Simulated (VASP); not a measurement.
# C (P6_3/mmc) in VASP: single point with HSE06

Aim: the single point of C with HSE06.

All numbers are computed with VASP 6.6.1; they aren't measurements. Logs are shortened: lines on timing, memory, paths and dates and some standing lists are left out, and cuts for length are marked.

### Step 1. The cell of the first run

It takes space group P6_3/mmc (No. 194, hexagonal). The conventional cell has a = 2.503 Å, b = 2.503 Å, c = 4.169 Å, α = 90.00°, β = 90.00°, γ = 120.00°. Within 2.0 Å of C (site symmetry 3m) lie 4 C at 1.54 to 1.56 Å.

### Step 2. Single point, HSE06

POSCAR

```
C
1.0
    2.5031953547      0.0000000000      0.0000000000
   -1.2515976774      2.1678307678      0.0000000000
    0.0000000000      0.0000000000      4.1688692743
C
4
Direct
    0.3333333333      0.6666666667      0.0002313159
    0.6666666667      0.3333333333      0.5002313159
    0.3333333333      0.6666666667      0.3747686841
    0.6666666667      0.3333333333      0.8747686841
```

INCAR.step1

```
  PREC = Accurate
  ENCUT = 520
  EDIFF = 1E-5
  ISMEAR = 0
  SIGMA = 0.01
  LREAL = F
  LASPH = T
  NELM = 80
  ALGO = Normal
  ISIF = 2
  LWAVE = T
  LCHARG = F
  NBANDS = 16
  GGA = PE
```

INCAR.step2

```
  PREC = Accurate
  ENCUT = 520
  EDIFF = 1E-6
  ISMEAR = 0
  SIGMA = 0.01
  LREAL = F
  LASPH = T
  NELM = 80
  ALGO = Normal
  ISIF = 2
  LWAVE = F
  LCHARG = F
  GGA = PE
  LHFCALC = T
  HFSCREEN = 0.2079
  PRECFOCK = Normal
  NBANDS = 16
  ISTART = 1
```

KPOINTS

```
Automatic mesh
0
Gamma
  9 9 4
```

Potentials or basis: VASP PAW PBE potentials, release 64 (C).

On the command line:

```
$ cat potpaw_PBE.64/C/POTCAR > POTCAR
$ cp INCAR.step1 INCAR
$ mpirun -np 1 vasp_std > vasp.out
$ cp INCAR.step2 INCAR
$ mpirun -np 1 vasp_std > vasp.out
```

OUTCAR:

```text
PREC = Accurate
   ENCUT = 520
   EDIFF = 1E-6
   ISMEAR = 0
   LREAL = F
   LASPH = T
   NELM = 80
   ISIF = 2
   GGA = PE
   LHFCALC = T
   HFSCREEN = 0.2079
   PRECFOCK = Normal
   ISTART = 1

 ion  position               nearest neighbor table
   1  0.333  0.667  0.000-   4 1.54   4 1.54   4 1.54   3 1.56
   2  0.667  0.333  0.500-   3 1.54   3 1.54   3 1.54   4 1.56
   3  0.333  0.667  0.375-   2 1.54   2 1.54   2 1.54   1 1.56
   4  0.667  0.333  0.875-   1 1.54   1 1.54   1 1.54   2 1.56

  LATTYP: Found a hexagonal cell.
 ALAT       =     2.5031953547
 C/A-ratio  =     1.6654190679

  Lattice vectors:

 A1 = (   2.5031953547,   0.0000000000,   0.0000000000)
 A2 = (  -1.2515976774,   2.1678307678,   0.0000000000)
 A3 = (   0.0000000000,   0.0000000000,   4.1688692743)

Analysis of symmetry for initial positions (statically):
=====================================================================
 Subroutine PRICEL returns:
 Original cell was already a primitive cell.

 Routine SETGRP: Setting up the symmetry group for a
 hexagonal supercell.

 Subroutine GETGRP returns: Found 24 space group operations
 (whereof  6 operations were pure point group operations)
 out of a pool of 24 trial point group operations.

The static configuration has the point symmetry C_3v.
 The point group associated with its full space group is D_6h.

Analysis of symmetry for dynamics (positions and initial velocities):
=====================================================================
 Subroutine PRICEL returns:
 Original cell was already a primitive cell.

 Routine SETGRP: Setting up the symmetry group for a
 hexagonal supercell.

 Subroutine GETGRP returns: Found 24 space group operations
 (whereof  6 operations were pure point group operations)
 out of a pool of 24 trial point group operations.

The dynamic configuration has the point symmetry C_3v.
 The point group associated with its full space group is D_6h.

 Subroutine INISYM returns: Found 24 space group operations
 (whereof  6 operations are pure point group operations),
 and found     1 'primitive' translations

----------------------------------------------------------------------------------------

                                     Primitive cell

  volume of cell :      22.6224

  direct lattice vectors                    reciprocal lattice vectors
     2.503195355  0.000000000  0.000000000     0.399489396  0.230645310  0.000000000
    -1.251597677  2.167830768  0.000000000     0.000000000  0.461290620  0.000000000
     0.000000000  0.000000000  4.168869274     0.000000000  0.000000000  0.239873197

  length of vectors
     2.503195355  2.503195355  4.168869274     0.461290620  0.461290620  0.239873197

  position of ions in fractional coordinates (direct lattice)
     0.333333333  0.666666667  0.000231316
     0.666666667  0.333333333  0.500231316
     0.333333333  0.666666667  0.374768684
     0.666666667  0.333333333  0.874768684

  ion indices of the primitive-cell ions
   primitive index   ion index
                 1           1
                 2           2
                 3           3
                 4           4

----------------------------------------------------------------------------------------

 KPOINTS: Automatic mesh

Automatic generation of k-mesh.
 Grid dimensions read from file:
 generate k-points for:    9    9    4

 Generating k-lattice:

  Cartesian coordinates                     Fractional coordinates (reciprocal lattice)
     0.044387711  0.025627257  0.000000000     0.111111111  0.000000000  0.000000000
     0.000000000  0.051254513  0.000000000     0.000000000  0.111111111  0.000000000
     0.000000000  0.000000000  0.059968299     0.000000000  0.000000000  0.250000000

  Length of vectors
     0.051254513  0.051254513  0.059968299

  Shift w.r.t. Gamma in fractional coordinates (k-lattice)
     0.000000000  0.000000000  0.000000000

 Subroutine IBZKPT returns following result:
 ===========================================

 Found     36 irreducible k-points:

 Following reciprocal coordinates:
            Coordinates               Weight
  0.000000  0.000000  0.000000      1.000000
  0.111111 -0.000000  0.000000      6.000000
  0.222222 -0.000000  0.000000      6.000000
  0.333333 -0.000000  0.000000      6.000000
  0.444444 -0.000000  0.000000      6.000000
  0.111111  0.111111  0.000000      6.000000
[... 16 lines left out ...]
  0.333333  0.222222  0.250000     24.000000
  0.333333  0.333333  0.250000      4.000000
 [... further k-points ...]
   k-points           NKPTS =     36   k-points in BZ     NKDIM =    324   number of bands    NBANDS=     16
   number of dos      NEDOS =    301   number of ions     NIONS =      4
   total plane-waves  NPLWV =  12800
   dimension x,y,z NGX =    20 NGY =   20 NGZ =   32
   dimension x,y,z NGXF=    40 NGYF=   40 NGZF=   64
   ions per type =               4
   NGX,Y,Z   is equivalent  to a cutoff of  13.28, 13.28, 12.76 a.u.
   NGXF,Y,Z  is equivalent  to a cutoff of  26.57, 26.57, 25.52 a.u.
 SYSTEM =  unknown system
   PREC   = accura    normal or accurate (medium, high low for compatibility)
   ISTART =      1    job   : 0-new  1-cont  2-samecut
   ICHARG =      0    charge: 1-file 2-atom 10-const
   ISPIN  =      1    spin polarized calculation?
   LNONCOLLINEAR =      F non collinear calculations
   LSORBIT =      F    spin-orbit coupling
   LASPH  =      T    aspherical Exc in radial PAW
   ENCUT  =  520.0 eV  38.22 Ry    6.18 a.u.   4.65  4.65  7.75*2*pi/ulx,y,z
   NELM   =     80;   NELMIN=  2; NELMDL=  0     # of ELM steps
   EDIFF  = 0.1E-05   stopping-criterion for ELM
   LREAL  =      F    real-space projection
   EDIFFG = 0.1E-04   stopping-criterion for IOM
   NSW    =      0    number of steps for IOM
   IBRION =     -1    ionic relax: 0-MD 1-quasi-New 2-CG
   NFREE  =      0    steps in history (QN), initial steepest desc. (CG)
   ISIF   =      2    stress and relaxation
   ISYM   =      3    0-nonsym 1-usesym 2-fastsym
   POTIM  = 0.5000    time-step for ionic-motion
   TEBEG  =    0.0;   TEEND  =   0.0 temperature during run
   PSTRESS=    0.0 pullay stress
   NELECT =      16.0000    total number of electrons
   NUPDOWN=      -1.0000    fix difference up-down
   EMIN   =  10.00;   EMAX   =-10.00  energy-range for DOS
   EFERMI =   0.00;   METHOD = LEGACY
   ISMEAR =     0;   SIGMA  =   0.01  broadening in eV -4-tet -1-fermi 0-gaus
   EFERMI_NEDOS =   21; number of points for ismear=-14 and -15
   IALGO  =     38    algorithm
   IMIX   =      1    mixing-type and parameters
     AMIX     =   0.40;   BMIX     =  1.00
     AMIX_MAG =   1.60;   BMIX_MAG =  1.00
  volume/ion in A,a.u.               =       5.66        38.17
  Fermi-wavevector in a.u.,A,eV,Ry     =   1.458597  2.756349 28.946471  2.127506
  Thomas-Fermi vector in A             =   2.575263
   LORBIT       =      0    0 simple, 1 ext, 2 COOP (PROOUT), +10 PAW based schemes
   GGA     = PE    functional components
   LHFCALC =     T    Hartree Fock is set to
   PRECFOCK=normal    Normal, Fast or Accurate (Low or Medium for compatibility)
   ENCUT4O =  -1.0   cutoff for four orbital integrals eV
   NKREDX  =     1    reduce k-point grid by
   NKREDY  =     1    reduce k-point grid by
   NKREDZ  =     1    reduce k-point grid by
   AEXX    =    0.2500 exact exchange contribution
   HFSCREEN=    0.2079 screening length (either q_TF or 0.3 A-1)
   HFSCREENC=   0.2079 screening length for correlation (either q_TF or 0.3 A-1)
   ENCUTFOCK=  -1.0 apply spherical cutoff to Coloumb kernel
   IVDW    =     0    specifies the selected vdW correction
   LEPSILON=     F    determine dielectric tensor
   LRPA    =     F    only Hartree local field effects (RPA)
 non-spin polarized calculation
 Gauss-broadening in eV      SIGMA  =   0.01
  energy-cutoff  :      520.00
  volume of cell :       22.62
 maximum number of plane-waves:       624
 NGX is ok and might be reduce to    20
  NGX = 14; NGY = 14; NGZ = 24

 number of electron      16.0000000 magnetization

 Free energy of the ion-electron system (eV)
  ---------------------------------------------------
  ext. energy  EPLUGINS =         0.00000000
  ---------------------------------------------------
  free energy    TOTEN  =       -41.99588026 eV

  energy without entropy =      -41.99588026  energy(sigma->0) =      -41.99588026

 E-fermi :   9.5056     XC(G=0): -10.8281

 val. band max:        9.4578912185   @ k =   0.0000   0.0000   0.0000
 cond. band min:      13.8230631435   @ k =   0.3333   0.3333   0.0000
 fundamental gap:      4.3651719250
 Fermi energy:         9.5055758688

 k-point     1 :       0.0000    0.0000    0.0000
  band No.  band energies     occupation
      1     -14.4458      2.00000
      2      -8.4447      2.00000
      3      -5.5166      2.00000
      4       6.1017      2.00000
      5       6.1017      2.00000
      6       8.9776      2.00000
[... 8 lines left out ...]
     15      25.6390      0.00000
     16      28.8995      0.00000

 k-point     2 :       0.1111   -0.0000    0.0000
  band No.  band energies     occupation
      1     -14.1132      2.00000
      2      -8.1416      2.00000
      3      -5.2070      2.00000
      4       4.5239      2.00000
      5       5.4591      2.00000
      6       8.1155      2.00000
[... 8 lines left out ...]
     15      26.0480      0.00000
     16      27.5273      0.00000

 k-point     3 :       0.2222   -0.0000    0.0000
  band No.  band energies     occupation
      1     -13.1221      2.00000
      2      -7.2376      2.00000
      3      -4.3305      2.00000
      4       1.2289      2.00000
      5       4.1898      2.00000
      6       5.2511      2.00000
[... 8 lines left out ...]
     15      25.5038      0.00000
     16      27.1506      0.00000
[... 362 lines left out ...]
 k-point    23 :       0.3333    0.2222    0.2500
  band No.  band energies     occupation
      1      -8.0894      2.00000
      2      -5.3946      2.00000
      3      -4.3352      2.00000
      4      -1.7858      2.00000
      5      -0.7944      2.00000
      6       1.8998      2.00000
[... 8 lines left out ...]
     15      26.0472      0.00000
     16      27.7684      0.00000

 k-point    24 :       0.3333    0.3333    0.2500
  band No.  band energies     occupation
      1      -6.3064      2.00000
      2      -6.3064      2.00000
      3      -2.8771      2.00000
      4      -2.8771      2.00000
      5      -2.1760      2.00000
      6       0.8268      2.00000
[... 8 lines left out ...]
     15      27.1725      0.00000
     16      27.1725      0.00000

 [... further k-points ...]

------------------------ aborting loop because EDIFF is reached ----------------------------------------

  FORCE on cell =-STRESS in cart. coord.  units (eV):
  Direction    XX          YY          ZZ          XY          YZ          ZX
  --------------------------------------------------------------------------------------
  -------------------------------------------------------------------------------------
  Total       -0.6304127     -0.6304127     -0.8075180      0.0000000      0.0000000     -0.0000000
  in kB      -44.6474962    -44.6474962    -57.1905662      0.0000000      0.0000000     -0.0000000
  external PRESSURE =     -48.8285195 kB  Pullay stress =       0.0000000 kB

 VOLUME and BASIS-vectors are now :
 -----------------------------------------------------------------------------
  energy-cutoff  :      520.00
  volume of cell :       22.62
      direct lattice vectors                 reciprocal lattice vectors
     2.503195355  0.000000000  0.000000000     0.399489396  0.230645310  0.000000000
    -1.251597677  2.167830768  0.000000000     0.000000000  0.461290620  0.000000000
     0.000000000  0.000000000  4.168869274     0.000000000  0.000000000  0.239873197

 POSITION                                       TOTAL-FORCE (eV/Angst)
 -----------------------------------------------------------------------------------
     -0.00000      1.44522      0.00096         0.000000     -0.000000     -0.001583
      1.25160      0.72261      2.08540        -0.000000     -0.000000     -0.001583
     -0.00000      1.44522      1.56236         0.000000     -0.000000      0.001583
      1.25160      0.72261      3.64680        -0.000000      0.000000      0.001583
 -----------------------------------------------------------------------------------
    total drift:                                0.000000     -0.000000      0.000000

  FREE ENERGIE OF THE ION-ELECTRON SYSTEM (eV)
  ---------------------------------------------------
  free  energy   TOTEN  =       -41.9958802598 eV

  energy  without entropy=      -41.9958802598  energy(sigma->0) =      -41.99588026
```

It took 40 min on 1 thread of Intel Xeon Platinum 8259CL at 2.50GHz (Skylake/Cascade Lake), shared host; peak memory 0.24 GiB.

What came out:

```yaml
Free_energy: -41.9959 eV
Pressure: -4.9 GPa
Band_gap_on_the_k_mesh: 4.37 eV (least direct gap 6.33 eV)
```

Stress tensor (GPa, compression positive):
```
-4.46  0.00  0.00
 0.00 -4.46  0.00
 0.00  0.00 -5.72
```

Levels at points of the mesh, in eV from the valence-band top:
```tsv
k point	band 4	band 5	band 6	band 7	band 8	band 9	band 10	band 11	band 12	band 13
(0.00, 0.00, 0.00)	-3.36	-3.36	-0.48	0.00	0.00	6.33	6.33	6.71	9.66	11.24
(0.00, 0.00, 0.50)	-7.70	-2.00	-2.00	-2.00	-2.00	8.77	8.77	8.77	8.77	9.17
```

Caveat: the cell stands under tension; the PAW data sets were made with another functional, which shifts forces and pressure a little. A k mesh can miss the band edges.
